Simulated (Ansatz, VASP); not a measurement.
# One calculation of K2Os, two programs

```
K Os
1.0
     5.72640    0.00000    0.00000
    -2.86320    4.95920    0.00000
     0.00000    0.00000    2.68480
K Os
2 1
Direct
  0.33333 0.66667 0.50000
  0.66667 0.33333 0.50000
  0.00000 0.00000 0.00000
```

Alike in both runs: functional PBE; k mesh 12 × 12 × 14; occupations gaussian, width 0.1 eV; no spin polarisation.

Ansatz relaxed the structure, and its values are those at the end. VASP's run is a single point on that final structure, the one shown.

```csv
,VASP,Ansatz
version,VASP 6.6.1,Ansatz 0.2.0
potentials or method,"VASP PAW PBE potentials, release 64 (K_sv, Os), cutoff 520 eV","scalar-relativistic, plane waves, PAW"
valence electrons in the cell,26,34
```

Ansatz gave:

* gap on the k mesh at the Fermi level (eV): none
* pressure (GPa): 0.0

**Question.** Which values does VASP return?

**Answer.** gap on the k mesh at the Fermi level (eV): none; pressure (GPa): 0.1.

A gap of «none» marks a metal or a gap that the smearing closes. VASP's potentials hold 26 valence electrons a cell and Ansatz's 34, so a difference there can come from the potentials and not from the codes.

Spin-orbit coupling is off throughout.
